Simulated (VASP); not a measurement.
**Ti2TeS: single point with PBE**

The system is Ti2TeS.

```
Ti Te S
1.0
     5.68200    0.00000    0.00000
     0.00000    4.42245    0.00000
     0.00000    0.00000    7.18301
Ti Te S
4 2 2
Cartesian
  2.8410 0.0000 0.0000
  0.0000 0.0000 0.0000
  1.4205 2.2112 1.2378
  4.2615 2.2112 5.9453
  1.4205 2.2112 5.6345
  4.2615 2.2112 1.5485
  1.4205 0.0000 2.0551
  4.2615 0.0000 5.1280
```

The cell was generated, and may not be a known phase.

```
Program             : VASP 6.6.1
Task                : single point
Functional          : PBE
Potentials or basis : VASP PAW PBE potentials, release 64 (Ti_sv, Te, S)
Cutoff              : 500 eV
k mesh              : 2 × 3 × 2
Occupations         : gaussian, width 0.15 eV
Spin                : collinear spin
Starting moments    : [1.0, 1.0, 1.0, 1.0, 0.0, 0.0, 0.0, 0.0] μB
```

- Pressure: 0.1 GPa
- Largest force: 0.038 eV/Å
- Net moment: 0.53 μB per cell
- Site moments: Ti +0.18, +0.02 (each value once); Te -0.00; S -0.00 μB
- Valence electrons inside the program's atomic spheres: Ti 10.29, 10.32 (each value once); Te 3.42; S 3.75

Forces on the atoms (eV/Å):
```
Ti   0.000  0.000  0.000
Ti   0.000  0.000  0.000
Ti   0.000  0.000 -0.038
Ti   0.000  0.000  0.038
Te   0.000  0.000  0.003
Te   0.000  0.000 -0.003
S    0.000  0.000  0.038
S    0.000  0.000 -0.038
```

Stress tensor (GPa, compression positive):
```
-0.27  0.00  0.00
 0.00  0.26  0.00
 0.00  0.00  0.17
```

Levels at points of the mesh, in eV from the Fermi level:
Spin up:
| k point | band 33 | band 34 | band 35 | band 36 | band 37 | band 38 | band 39 | band 40 |
| --- | --- | --- | --- | --- | --- | --- | --- | --- |
| (0.00, 0.00, 0.00) | -1.30 | -1.10 | -1.09 | -0.54 | -0.53 | -0.49 | 0.76 | 1.00 |
| (0.50, 0.00, 0.00) | -1.15 | -1.15 | -0.21 | -0.21 | 0.51 | 0.51 | 0.81 | 0.81 |
| (0.00, 0.00, 0.50) | -1.31 | -1.20 | -1.04 | -0.52 | -0.37 | -0.14 | 0.77 | 1.02 |
| (0.50, 0.00, 0.50) | -1.14 | -1.14 | -0.26 | -0.26 | 0.72 | 0.72 | 0.84 | 0.84 |
Spin down:
```
           k point  band 34  band 35  band 36  band 37  band 38  band 39
(0.00, 0.00, 0.00)    -1.10    -1.03    -0.49    -0.46    -0.34     0.79
(0.50, 0.00, 0.00)    -1.07     0.03     0.03     0.61     0.61     0.87
(0.00, 0.00, 0.50)    -1.20    -0.98    -0.44    -0.33     0.01     0.80
(0.50, 0.00, 0.50)    -1.06    -0.02    -0.02     0.82     0.82     0.91
```

It took 4 min on 1 thread of Oxide Virtual Turin-like Processor, on a shared host, peak memory 0.33 GiB.

Caveat: the k points lie up to 0.55 Å⁻¹ apart; a moment this small can come from the mesh or the smearing; spin-orbit coupling is left out, which moves the levels of the heavy elements.
